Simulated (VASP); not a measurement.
Set up this calculation in VASP 6.6.1, as the native input.

```
Task                               : single point
Functional                         : PBE-based screened hybrid with 25 % exact exchange
Potentials or basis                : VASP PAW PBE potentials, release 64 (C)
Cutoff                             : 520 eV
k mesh                             : 7 × 7 × 7
Occupations                        : fermi-dirac, width 0.05 eV
Spin                               : no spin polarisation
Dipole correction                  : no
Grid for exact exchange (PRECFOCK) : Normal
Share of exact exchange            : 0.25
Further INCAR settings             : ALGO = Normal; EDIFF = 1e-07; NBANDS = 11
Screening parameter                : 0.3 1/Å
```

C:

```
C
1.0
     0.00000    1.74696    1.74696
     1.74696    0.00000    1.74696
     1.74696    1.74696    0.00000
C
2
Direct
  0.75000 0.75000 0.75000
  0.50000 0.50000 0.50000
```

The input as run:

POSCAR

```
C
1.0
    0.0000000000      1.7469644787      1.7469644787
    1.7469644787      0.0000000000      1.7469644787
    1.7469644787      1.7469644787      0.0000000000
C
2
Direct
    0.7500000000      0.7500000000      0.7500000000
    0.5000000000      0.5000000000      0.5000000000
```

INCAR.step1

```
ALGO = Normal ; EDIFF = 1E-5
ENCUT = 520 ; GGA = PE
ISIF = 2 ; ISMEAR = -1
LASPH = True ; LCHARG = False
LREAL = False ; LWAVE = True
NBANDS = 11 ; NELM = 60
PREC = Accurate ; SIGMA = 0.05
```

INCAR.step2

```
AEXX = 0.25 ; ALGO = Normal
EDIFF = 1E-7 ; ENCUT = 520
GGA = PE ; HFSCREEN = 0.3
ISIF = 2 ; ISMEAR = -1
ISTART = 1 ; LASPH = True
LCHARG = False ; LHFCALC = True
LREAL = False ; LWAVE = False
NBANDS = 11 ; NELM = 60
PREC = Accurate ; PRECFOCK = Normal
SIGMA = 0.05
```

KPOINTS

```
k-points
0
Gamma
  7 7 7
```

Potentials or basis: VASP PAW PBE potentials, release 64 (C).

The run is started by

```console
$ cat potpaw_PBE.64/C/POTCAR > POTCAR
$ cp INCAR.step1 INCAR
$ mpirun -np 1 vasp_std > vasp.out
$ cp INCAR.step2 INCAR
$ mpirun -np 1 vasp_std > vasp.out
```

It gave:

* Pressure: 23.9 GPa
* Band gap on the k mesh: 5.32 eV (least direct gap 6.93 eV)

Caveat: the k points lie up to 0.44 Å⁻¹ apart; the PAW data sets were made with another functional, which shifts forces and pressure a little; an odd mesh through Γ misses points on the zone boundary, where band edges can lie.

It took 6.4 min on 1 thread of Intel Xeon 8259CL, with other jobs on the host, peak memory 0.21 GiB.
